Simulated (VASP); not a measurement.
# CuI (F-43m) in VASP: single point with PBE

Aim: the single point of CuI with PBE.

Everything below comes from runs of VASP 6.6.1. Logs are shortened: lines on timing, memory, paths and dates and some standing lists are left out, and cuts for length are marked.

## Step 1: The cell of the first run

The structure is cubic, space group F-43m (No. 216). Conventional cell: a = 6.063 Å, b = 6.063 Å, c = 6.063 Å, α = 90.00°, β = 90.00°, γ = 90.00°. Within 3.5 Å of Cu (site symmetry -43m) lie 4 I at 2.63 Å. I (site symmetry -43m) has 4 Cu at 2.63 Å within 3.5 Å.

## Step 2: Single point, PBE

File INCAR:

```
SYSTEM = CuI
PREC     = Accurate       ! precision mode
ENCUT    = 520            ! plane-wave cutoff, eV
EDIFF    = 1E-7           ! SCF threshold, eV
ISMEAR   = -1             ! smearing method
SIGMA    = 0.08           ! smearing width, eV
LREAL    = .FALSE.        ! projectors in reciprocal space
LASPH    = .TRUE.         ! aspherical terms in the spheres
NELM     = 80             ! most SCF steps
ALGO     = Normal         ! electronic algorithm
ISIF     = 2              ! what is computed and relaxed
LWAVE    = .FALSE.        ! write WAVECAR
LCHARG   = .FALSE.        ! write CHGCAR
GGA      = PE             ! functional
NBANDS   = 16             ! bands
```

File KPOINTS:

```
Automatic mesh
0
G
  12 12 12
  0 0 0
```

File POSCAR:

```
CuI
1.0
    0.0000000000      3.0315000000      3.0315000000
    3.0315000000      0.0000000000      3.0315000000
    3.0315000000      3.0315000000      0.0000000000
Cu I
1 1
Direct
    0.7500000000      0.7500000000      0.7500000000
    0.0000000000      0.0000000000      0.0000000000
```

Potentials or basis: VASP PAW PBE potentials, release 64 (Cu, I).

Run with:

```bash
> cat potpaw_PBE.64/Cu/POTCAR potpaw_PBE.64/I/POTCAR > POTCAR
> mpirun -np 1 vasp_std > vasp.out
```

OUTCAR:

```text
SYSTEM = CuI
   PREC = Accurate
   ENCUT = 520
   EDIFF = 1E-7
   ISMEAR = -1
   LREAL = .FALSE.
   LASPH = .TRUE.
   NELM = 80
   ISIF = 2
   GGA = PE

 ion  position               nearest neighbor table
   1  0.750  0.750  0.750-   2 2.63   2 2.63   2 2.63   2 2.63
   2  0.000  0.000  0.000-   1 2.63   1 2.63   1 2.63   1 2.63

  LATTYP: Found a face centered cubic cell.
 ALAT       =     6.0630000000

  Lattice vectors:

 A1 = (   0.0000000000,   3.0315000000,   3.0315000000)
 A2 = (   3.0315000000,   0.0000000000,   3.0315000000)
 A3 = (   3.0315000000,   3.0315000000,   0.0000000000)

Analysis of symmetry for initial positions (statically):
=====================================================================
 Subroutine PRICEL returns:
 Original cell was already a primitive cell.

 Routine SETGRP: Setting up the symmetry group for a
 face centered cubic supercell.

 Subroutine GETGRP returns: Found 24 space group operations
 (whereof 24 operations were pure point group operations)
 out of a pool of 48 trial point group operations.

The static configuration has the point symmetry T_d .

Analysis of symmetry for dynamics (positions and initial velocities):
=====================================================================
 Subroutine PRICEL returns:
 Original cell was already a primitive cell.

 Routine SETGRP: Setting up the symmetry group for a
 face centered cubic supercell.

 Subroutine GETGRP returns: Found 24 space group operations
 (whereof 24 operations were pure point group operations)
 out of a pool of 48 trial point group operations.

The dynamic configuration has the point symmetry T_d .

 Subroutine INISYM returns: Found 24 space group operations
 (whereof 24 operations are pure point group operations),
 and found     1 'primitive' translations

----------------------------------------------------------------------------------------

                                     Primitive cell

  volume of cell :      55.7189

  direct lattice vectors                    reciprocal lattice vectors
     0.000000000  3.031500000  3.031500000    -0.164934851  0.164934851  0.164934851
     3.031500000  0.000000000  3.031500000     0.164934851 -0.164934851  0.164934851
     3.031500000  3.031500000  0.000000000     0.164934851  0.164934851 -0.164934851

  length of vectors
     4.287188414  4.287188414  4.287188414     0.285675541  0.285675541  0.285675541

  position of ions in fractional coordinates (direct lattice)
     0.750000000  0.750000000  0.750000000
     0.000000000  0.000000000  0.000000000

  ion indices of the primitive-cell ions
   primitive index   ion index
                 1           1
                 2           2

----------------------------------------------------------------------------------------

 KPOINTS: Automatic mesh

Automatic generation of k-mesh.
 Grid dimensions read from file:
 generate k-points for:   12   12   12

 Generating k-lattice:

  Cartesian coordinates                     Fractional coordinates (reciprocal lattice)
    -0.013744571  0.013744571  0.013744571     0.083333333  0.000000000  0.000000000
     0.013744571 -0.013744571  0.013744571     0.000000000  0.083333333  0.000000000
     0.013744571  0.013744571 -0.013744571     0.000000000  0.000000000  0.083333333

  Length of vectors
     0.023806295  0.023806295  0.023806295

  Shift w.r.t. Gamma in fractional coordinates (k-lattice)
     0.000000000  0.000000000  0.000000000

 Subroutine IBZKPT returns following result:
 ===========================================

 Found     72 irreducible k-points:

 Following reciprocal coordinates:
            Coordinates               Weight
  0.000000  0.000000  0.000000      1.000000
  0.083333  0.000000  0.000000      8.000000
  0.166667  0.000000  0.000000      8.000000
  0.250000  0.000000  0.000000      8.000000
  0.333333  0.000000  0.000000      8.000000
  0.416667  0.000000  0.000000      8.000000
[... 16 lines left out ...]
  0.500000  0.166667  0.000000     24.000000
 -0.416667  0.166667  0.000000     24.000000
 [... further k-points ...]
   k-points           NKPTS =     72   k-points in BZ     NKDIM =     72   number of bands    NBANDS=     16
   number of dos      NEDOS =    301   number of ions     NIONS =      2
   total plane-waves  NPLWV =  32768
   dimension x,y,z NGX =    32 NGY =   32 NGZ =   32
   dimension x,y,z NGXF=    64 NGYF=   64 NGZF=   64
   ions per type =               1   1
   NGX,Y,Z   is equivalent  to a cutoff of  12.41, 12.41, 12.41 a.u.
   NGXF,Y,Z  is equivalent  to a cutoff of  24.82, 24.82, 24.82 a.u.
 SYSTEM =  CuI
   PREC   = accura    normal or accurate (medium, high low for compatibility)
   ISTART =      0    job   : 0-new  1-cont  2-samecut
   ICHARG =      2    charge: 1-file 2-atom 10-const
   ISPIN  =      1    spin polarized calculation?
   LNONCOLLINEAR =      F non collinear calculations
   LSORBIT =      F    spin-orbit coupling
   LASPH  =      T    aspherical Exc in radial PAW
   ENCUT  =  520.0 eV  38.22 Ry    6.18 a.u.   7.97  7.97  7.97*2*pi/ulx,y,z
   NELM   =     80;   NELMIN=  2; NELMDL= -5     # of ELM steps
   EDIFF  = 0.1E-06   stopping-criterion for ELM
   LREAL  =      F    real-space projection
   EDIFFG = 0.1E-05   stopping-criterion for IOM
   NSW    =      0    number of steps for IOM
   IBRION =     -1    ionic relax: 0-MD 1-quasi-New 2-CG
   NFREE  =      0    steps in history (QN), initial steepest desc. (CG)
   ISIF   =      2    stress and relaxation
   ISYM   =      2    0-nonsym 1-usesym 2-fastsym
   POTIM  = 0.5000    time-step for ionic-motion
   TEBEG  =    0.0;   TEEND  =   0.0 temperature during run
   PSTRESS=    0.0 pullay stress
   NELECT =      18.0000    total number of electrons
   NUPDOWN=      -1.0000    fix difference up-down
   EMIN   =  10.00;   EMAX   =-10.00  energy-range for DOS
   EFERMI =   0.00;   METHOD = LEGACY
   ISMEAR =    -1;   SIGMA  =   0.08  broadening in eV -4-tet -1-fermi 0-gaus
   EFERMI_NEDOS =   21; number of points for ismear=-14 and -15
   IALGO  =     38    algorithm
   IMIX   =      4    mixing-type and parameters
     AMIX     =   0.40;   BMIX     =  1.00
     AMIX_MAG =   1.60;   BMIX_MAG =  1.00
  volume/ion in A,a.u.               =      27.86       188.00
  Fermi-wavevector in a.u.,A,eV,Ry     =   1.123306  2.122741 17.168055  1.261816
  Thomas-Fermi vector in A             =   2.259971
   LORBIT       =      0    0 simple, 1 ext, 2 COOP (PROOUT), +10 PAW based schemes
   GGA     = PE    functional components
   LHFCALC =     F    Hartree Fock is set to
   AEXX    =    0.0000 exact exchange contribution
   IVDW    =     0    specifies the selected vdW correction
   LEPSILON=     F    determine dielectric tensor
   LRPA    =     F    only Hartree local field effects (RPA)
 non-spin polarized calculation
  energy-cutoff  :      520.00
  volume of cell :       55.72
 maximum number of plane-waves:      1524
   NGX = 15   NGY = 15   NGZ = 15

 number of electron      18.0000014 magnetization

 Free energy of the ion-electron system (eV)
  ---------------------------------------------------
  ext. energy  EPLUGINS =         0.00000000
  ---------------------------------------------------
  free energy    TOTEN  =        -5.56225713 eV

  energy without entropy =       -5.56225026  energy(sigma->0) =       -5.56225370

 E-fermi :   5.1294     XC(G=0):  -8.9371

 val. band max:        4.4298284292   @ k =   0.0000   0.0000   0.0000
 cond. band min:       5.5735332918   @ k =   0.0000   0.0000   0.0000
 fundamental gap:      1.1437048627
 Fermi energy:         5.1293557768

 k-point     1 :       0.0000    0.0000    0.0000
  band No.  band energies     occupation
      1      -9.5799      2.00000
      2       0.7916      2.00000
      3       0.7916      2.00000
      4       0.7916      2.00000
      5       2.5791      2.00000
      6       2.5791      2.00000
[... 8 lines left out ...]
     15      14.0074      0.00000
     16      14.0074      0.00000

 k-point     2 :       0.0833    0.0000    0.0000
  band No.  band energies     occupation
      1      -9.5471      2.00000
      2       0.6562      2.00000
      3       0.7942      2.00000
      4       0.7943      2.00000
      5       2.5760      2.00000
      6       2.5760      2.00000
[... 8 lines left out ...]
     15      13.6050      0.00000
     16      13.6050      0.00000

 k-point     3 :       0.1667    0.0000    0.0000
  band No.  band energies     occupation
      1      -9.4549      2.00000
      2       0.2884      2.00000
      3       0.8008      2.00000
      4       0.8008      2.00000
      5       2.5702      2.00000
      6       2.5702      2.00000
[... 8 lines left out ...]
     15      13.1714      0.00000
     16      13.5739      0.00000

 k-point     4 :       0.2500    0.0000    0.0000
  band No.  band energies     occupation
      1      -9.3222      2.00000
      2      -0.2042      2.00000
      3       0.8079      2.00000
      4       0.8079      2.00000
      5       2.5701      2.00000
      6       2.5701      2.00000
[... 8 lines left out ...]
     15      13.1509      0.00000
     16      13.3536      0.00000

 k-point     5 :       0.3333    0.0000    0.0000
  band No.  band energies     occupation
      1      -9.1806      2.00000
      2      -0.6833      2.00000
      3       0.8124      2.00000
      4       0.8124      2.00000
      5       2.5810      2.00000
      6       2.5810      2.00000
[... 8 lines left out ...]
     15      13.6523      0.00000
     16      13.6523      0.00000

 k-point     6 :       0.4167    0.0000    0.0000
  band No.  band energies     occupation
      1      -9.0703      2.00000
      2      -1.0266      2.00000
      3       0.8141      2.00000
      4       0.8141      2.00000
      5       2.5982      2.00000
      6       2.5982      2.00000
[... 8 lines left out ...]
     15      14.5462      0.00000
     16      14.5462      0.00000

 k-point     7 :       0.5000    0.0000    0.0000
  band No.  band energies     occupation
      1      -9.0284      2.00000
      2      -1.1510      2.00000
      3       0.8143      2.00000
      4       0.8143      2.00000
      5       2.6069      2.00000
      6       2.6069      2.00000
[... 8 lines left out ...]
     15      15.3005      0.00000
     16      15.3005      0.00000

 k-point     8 :       0.0833    0.0833    0.0000
  band No.  band energies     occupation
      1      -9.5362      2.00000
      2       0.6364      2.00000
      3       0.7839      2.00000
      4       0.7839      2.00000
      5       2.5645      2.00000
      6       2.5849      2.00000
[... 8 lines left out ...]
     15      13.2660      0.00000
     16      14.0761      0.00000

 k-point     9 :       0.1667    0.0833    0.0000
  band No.  band energies     occupation
      1      -9.4637      2.00000
      2       0.3659      2.00000
      3       0.7796      2.00000
      4       0.7855      2.00000
      5       2.5500      2.00000
      6       2.5883      2.00000
[... 8 lines left out ...]
     15      13.8511      0.00000
     16      13.8702      0.00000
[... 172 lines left out ...]
 k-point    19 :       0.1667    0.1667    0.0000
  band No.  band energies     occupation
      1      -9.4131      2.00000
      2       0.2378      2.00000
      3       0.7633      2.00000
      4       0.7633      2.00000
      5       2.5265      2.00000
      6       2.6007      2.00000
[... 8 lines left out ...]
     15      14.2807      0.00000
     16      14.4729      0.00000

 k-point    20 :       0.2500    0.1667    0.0000
  band No.  band energies     occupation
      1      -9.3132      2.00000
      2      -0.0690      2.00000
      3       0.7422      2.00000
      4       0.7549      2.00000
      5       2.5094      2.00000
      6       2.6092      2.00000
[... 8 lines left out ...]
     15      14.2971      0.00000
     16      15.0911      0.00000

 k-point    21 :       0.3333    0.1667    0.0000
  band No.  band energies     occupation
      1      -9.1863      2.00000
      2      -0.4373      2.00000
      3       0.6822      2.00000
      4       0.7555      2.00000
      5       2.5107      2.00000
      6       2.6170      2.00000
[... 8 lines left out ...]
     15      14.5521      0.00000
     16      14.9436      0.00000

 k-point    22 :       0.4167    0.1667    0.0000
  band No.  band energies     occupation
      1      -9.0647      2.00000
      2      -0.7620      2.00000
      3       0.5860      2.00000
      4       0.7653      2.00000
      5       2.5316      2.00000
      6       2.6216      2.00000
[... 8 lines left out ...]
     15      14.8352      0.00000
     16      15.2064      0.00000

 k-point    23 :       0.5000    0.1667    0.0000
  band No.  band energies     occupation
      1      -8.9849      2.00000
      2      -0.9574      2.00000
      3       0.4865      2.00000
      4       0.7831      2.00000
      5       2.5434      2.00000
      6       2.6127      2.00000
[... 8 lines left out ...]
     15      15.1253      0.00000
     16      15.3458      0.00000

 k-point    24 :      -0.4167    0.1667    0.0000
  band No.  band energies     occupation
      1      -8.9740      2.00000
      2      -0.9716      2.00000
      3       0.4227      2.00000
      4       0.8054      2.00000
      5       2.5447      2.00000
      6       2.5866      2.00000
[... 8 lines left out ...]
     15      14.2402      0.00000
     16      15.0156      0.00000

 [... further k-points ...]

------------------------ aborting loop because EDIFF is reached ----------------------------------------

  FORCE on cell =-STRESS in cart. coord.  units (eV):
  Direction    XX          YY          ZZ          XY          YZ          ZX
  --------------------------------------------------------------------------------------
  -------------------------------------------------------------------------------------
  Total        0.1172423      0.1172423      0.1172423      0.0000000      0.0000000     -0.0000000
  in kB        3.3712592      3.3712592      3.3712592      0.0000000      0.0000000     -0.0000000
  external PRESSURE =       3.3712592 kB  Pullay stress =       0.0000000 kB

 VOLUME and BASIS-vectors are now :
 -----------------------------------------------------------------------------
  energy-cutoff  :      520.00
  volume of cell :       55.72
      direct lattice vectors                 reciprocal lattice vectors
     0.000000000  3.031500000  3.031500000    -0.164934851  0.164934851  0.164934851
     3.031500000  0.000000000  3.031500000     0.164934851 -0.164934851  0.164934851
     3.031500000  3.031500000  0.000000000     0.164934851  0.164934851 -0.164934851

 POSITION                                       TOTAL-FORCE (eV/Angst)
 -----------------------------------------------------------------------------------
      4.54725      4.54725      4.54725        -0.000000     -0.000000     -0.000000
      0.00000      0.00000      0.00000         0.000000      0.000000      0.000000
 -----------------------------------------------------------------------------------
    total drift:                               -0.000001     -0.000001     -0.000001

  FREE ENERGIE OF THE ION-ELECTRON SYSTEM (eV)
  ---------------------------------------------------
  free  energy   TOTEN  =        -5.5622571346 eV

  energy  without entropy=       -5.5622502640  energy(sigma->0) =       -5.56225370
```

It took 45 s on 1 thread of Intel Xeon Platinum 8375C at 2.90GHz (Ice Lake), shared host; peak memory 0.21 GiB.

What came out:

| Item | Value |
| --- | --- |
| Free energy | -5.5623 eV |
| Pressure | 0.3 GPa |
| Band gap on the k mesh | 1.14 eV, direct |

Levels at points of the mesh, in eV from the valence-band top:
```tsv
k point	band 5	band 6	band 7	band 8	band 9	band 10	band 11	band 12	band 13	band 14
(0.00, 0.00, 0.00)	-1.85	-1.85	0.00	0.00	0.00	1.14	4.87	4.87	4.87	8.18
(0.50, 0.00, 0.00)	-1.82	-1.82	-1.78	-0.71	-0.71	2.16	5.41	5.41	7.41	9.12
(0.50, 0.50, 0.00)	-1.88	-1.79	-1.76	-1.50	-1.50	2.72	2.91	9.19	9.76	9.76
```

Caveat: spin-orbit coupling is left out, which moves the levels of the heavy elements.
